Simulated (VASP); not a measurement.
A run of VASP 6.6.1 is set up as follows.

Contents of POSCAR:

```
Zn
1.0
    2.6339144954      0.0000000000      0.0000000000
   -1.3169572477      2.2810368644      0.0000000000
    0.0000000000      0.0000000000      4.8988836645
Zn
2
Direct
    0.6666666667      0.3333333333      0.7500000000
    0.3333333333      0.6666666667      0.2500000000
```

File INCAR.step1:

```
PREC = Accurate ; ENCUT = 520
ISMEAR = -1 ; SIGMA = 0.05
LREAL = F ; LASPH = T
NELM = 80 ; NBANDS = 19
GGA = PE ; ALGO = Normal
EDIFF = 1E-4 ; LWAVE = T
LCHARG = F
```

INCAR.step2

```
PREC = Accurate ; ENCUT = 520
EDIFF = 1E-6 ; ISMEAR = -1
SIGMA = 0.05 ; LREAL = F
LASPH = T ; NELM = 80
ALGO = Normal ; ISIF = 2
LWAVE = F ; LCHARG = F
METAGGA = R2SCAN ; LMIXTAU = T
NBANDS = 19 ; ISTART = 1
```

File KPOINTS:

```
regular mesh
0
Gamma
  11 11 6
```

Potentials or basis: VASP PAW PBE potentials, release 64 (Zn).

Command:

```console
$ cat potpaw_PBE.64/Zn/POTCAR > POTCAR
$ cp INCAR.step1 INCAR
$ mpirun -np 1 vasp_std > vasp.out
$ cp INCAR.step2 INCAR
$ mpirun -np 1 vasp_std > vasp.out
```

Question: Estimate the pressure.

Answer: -1.3 GPa.

Question: Estimate the band gap on the k mesh.

Answer: Zero (bands 12 and 13 overlap by 4.87 eV).

Stress tensor (GPa, compression positive):
```
-0.78  0.00  0.00
 0.00 -0.78  0.00
 0.00  0.00 -2.22
```

Caveat: the PAW data sets were made with another functional, which shifts forces and pressure a little.
